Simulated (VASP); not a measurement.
Here is a VASP 6.6.1 calculation.

File INCAR:

```
PREC = Accurate ; ENCUT = 520
EDIFF = 1E-7 ; ISMEAR = -1
SIGMA = 0.1 ; LREAL = False
LASPH = True ; NELM = 80
ALGO = Normal ; ISIF = 2
LWAVE = False ; LCHARG = True
GGA = PS ; LELF = True
LVHAR = True ; NBANDS = 14
```

File KPOINTS:

```
Automatic mesh
0
Gamma
  12 12 12
```

File POSCAR:

```
Bi
1.0
    0.0000000000      2.5052763211      2.5052763211
    2.5052763211      0.0000000000      2.5052763211
    2.5052763211      2.5052763211      0.0000000000
Bi
1
Direct
    0.0000000000      0.0000000000      0.0000000000
```

Potentials or basis: VASP PAW PBE potentials, release 64 (Bi_d).

Command:

```bash
$ cat potpaw_PBE.64/Bi_d/POTCAR > POTCAR
$ mpirun -np 1 vasp_std > vasp.out
```

Q: What does it give for the pressure?

A: -2.4 GPa.

Q: What does it give for the band gap on the k mesh?

A: Zero (an odd number of electrons rules out a gap without spin polarisation).

Caveat: the PAW data sets were made with another functional, which shifts forces and pressure a little; spin-orbit coupling is left out, which moves the levels of the heavy elements.
